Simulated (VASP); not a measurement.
A run of VASP 6.6.1 is set up as follows.

The input INCAR:

```
PREC = Accurate
ENCUT = 520
EDIFF = 1E-6
ISMEAR = 0
SIGMA = 0.05
LREAL = False
LASPH = True
NELM = 100
ALGO = Normal
ISIF = 2
LWAVE = False
LCHARG = True
LELF = True
LVHAR = True
NBANDS = 11
```

KPOINTS

```
regular mesh
0
Gamma
  8 8 8
```

POSCAR

```
MgS
1.0
    0.0000000000      2.6666912500      2.6666912500
    2.6666912500      0.0000000000      2.6666912500
    2.6666912500      2.6666912500      0.0000000000
Mg S
1 1
Direct
    0.0000000000      0.0000000000      0.0000000000
    0.5000000000      0.5000000000      0.5000000000
```

Potentials or basis: VASP PAW LDA potentials, release 64 (Mg, S).

Run with:

```bash
$ cat potpaw_LDA.64/Mg/POTCAR potpaw_LDA.64/S/POTCAR > POTCAR
$ mpirun -np 1 vasp_std > vasp.out
```

(1) Predict the band gap on the k mesh.

(2) Predict the pressure.

Answers

(1) 2.40 eV, indirect (least direct gap 2.94 eV).

(2) -8.2 GPa.

Caveat: the cell differs from its parent crystal (strain +0.025 along x and y, +0.025 along z).
